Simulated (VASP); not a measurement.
Input of a VASP 6.6.1 run:

File INCAR:

```
SYSTEM = N
PREC = Accurate
ENCUT = 520
EDIFF = 1E-6
ISMEAR = -1
SIGMA = 0.1
LREAL = .False.
LASPH = .True.
NELM = 100
ALGO = Normal
ISIF = 2
LWAVE = .False.
LCHARG = .False.
GGA = PS
NBANDS = 12
```

Contents of KPOINTS:

```
Automatic mesh
0
Gamma
  8 8 7
  0 0 0
```

File POSCAR:

```
N
1.0
    2.5809486800      0.0000000000      0.0000000000
   -1.2904743400      2.2351666227      0.0000000000
    0.0000000000      0.0000000000      2.5056839774
N
2
Direct
    0.6666666667      0.3333333333      0.2500000000
    0.3333333333      0.6666666667      0.7500000000
```

Potentials or basis: VASP PAW PBE potentials, release 64 (N).

Launch:

```console
$ cat potpaw_PBE.64/N/POTCAR > POTCAR
$ mpirun -np 1 vasp_std > vasp.out
```

Q: What does it give for the band gap on the k mesh?

A: Zero (band 5 reaches 6.81 eV, above the bottom of band 6 at 4.06 eV).

Q: What does it give for the pressure?

A: -14.8 GPa.

Stress tensor (GPa, compression positive):
```
 -9.84   0.00   0.00
  0.00  -9.84   0.00
  0.00   0.00 -24.79
```

Caveat: the PAW data sets were made with another functional, which shifts forces and pressure a little.
